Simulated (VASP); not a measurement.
A run of VASP 6.6.1 is set up as follows.

The input INCAR:

```
ALGO     = Normal         # electronic algorithm
EDIFF    = 1E-7           # SCF threshold, eV
ENCUT    = 520            # plane-wave cutoff, eV
GGA      = CA             # functional
ISIF     = 2              # what is computed and relaxed
ISMEAR   = -1             # smearing method
LASPH    = True           # aspherical terms in the spheres
LCHARG   = False          # write CHGCAR
LREAL    = False          # projectors in reciprocal space
LWAVE    = False          # write WAVECAR
NBANDS   = 18             # bands
NELM     = 80             # most SCF steps
PREC     = Accurate       # precision mode
SIGMA    = 0.05           # smearing width, eV
```

Contents of KPOINTS:

```
k-points
0
Gamma
  7 7 7
```

Contents of POSCAR:

```
BiTe
1.0
    2.3852945843      1.3771504704      3.1765877677
   -2.3852945843      1.3771504704      3.1765877677
    0.0000000000     -2.7543009407      3.1765877677
Bi Te
1 1
Direct
    0.5000000000      0.5000000000      0.5000000000
    0.0000000000      0.0000000000      0.0000000000
```

Potentials or basis: VASP PAW LDA potentials, release 64 (Bi_d, Te).

Launch:

```sh
$ cat potpaw_LDA.64/Bi_d/POTCAR potpaw_LDA.64/Te/POTCAR > POTCAR
$ mpirun -np 1 vasp_std > vasp.out
```

Question: Estimate the pressure.

Answer: 0.1 GPa.

Stress tensor (GPa, compression positive):
```
0.13 0.00 0.00
0.00 0.13 0.00
0.00 0.00 0.02
```
